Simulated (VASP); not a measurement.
## Ru: relaxation of cell and atoms with PBE

Crystal: Ru.

```
CELL_PARAMETERS angstrom
2.70783 0.00000 0.00000
-1.35391 2.34505 0.00000
0.00000 0.00000 4.26810
ATOMIC_POSITIONS crystal
Ru 0.33333 0.66667 0.25000
Ru 0.66667 0.33333 0.75000
```

```json
{"Program": "VASP 6.6.1", "Task": "relaxation of cell and atoms", "Functional": "PBE", "Potentials or basis": "VASP PAW PBE potentials, release 64 (Ru_pv)", "Cutoff": "600 eV", "k mesh": "18 × 18 × 10", "Occupations": "gaussian, width 0.1 eV", "Spin": "no spin polarisation", "Dipole correction": "no", "Further INCAR settings": "ALGO = Fast; EDIFF = 1e-06; IBRION = 2; EDIFFG = -0.005; NSW = 100; ISIF = 3"}
```

```json
{"Relaxed volume": "13.76 Å³/atom", "Relaxed cell": "a = 2.719 Å, b = 2.719 Å, c = 4.296 Å, α = 90.00°, β = 90.00°, γ = 120.00°", "Space group after relaxing (to 0.1 Å)": "P6_3/mmc (No. 194)", "Energy gained by relaxing": "3.3 meV/atom", "Ionic steps": "6", "Pressure after relaxing": "0.0 GPa", "Band gap on the k mesh": "zero (bands 14 and 15 overlap by 3.07 eV)"}
```

Step by step:
```csv
step,energy change (eV),largest force (eV/Å),pressure (GPa),volume (Å³)
1,0.0000,0.0000,4.98,27.10
2,0.0467,0.0000,-12.69,28.79
3,-0.0065,0.0000,-0.06,27.53
4,-0.0065,0.0000,0.01,27.52
5,-0.0065,0.0000,0.03,27.51
6,-0.0065,0.0000,0.03,27.52
```

Final structure:
```
Ru
1.0
     2.71948    0.00000    0.00000
    -1.35974    2.35514    0.00000
     0.00000    0.00000    4.29610
Ru
2
Direct
  0.33333 0.66667 0.25000
  0.66667 0.33333 0.75000
```

Levels at points of the mesh, in eV from the Fermi level:
| k point | band 10 | band 11 | band 12 | band 13 | band 14 | band 15 | band 16 | band 17 | band 18 |
| --- | --- | --- | --- | --- | --- | --- | --- | --- | --- |
| (0.00, 0.00, 0.00) | -2.54 | -2.35 | -1.87 | -1.87 | -1.37 | -1.37 | 1.17 | 1.17 | 1.30 |
| (0.50, 0.00, 0.00) | -2.96 | -2.02 | -1.77 | -1.48 | 1.39 | 1.80 | 1.89 | 4.00 | 6.03 |
| (0.00, 0.00, 0.50) | -2.70 | -2.70 | -2.70 | -2.65 | -2.65 | 0.54 | 0.54 | 0.54 | 0.54 |
| (0.50, 0.00, 0.50) | -4.43 | -1.04 | -1.04 | 0.45 | 0.45 | 1.64 | 1.64 | 3.35 | 3.35 |

It took 12 min on 1 thread of Intel Xeon 8259CL, on a shared host, peak memory 0.25 GiB.
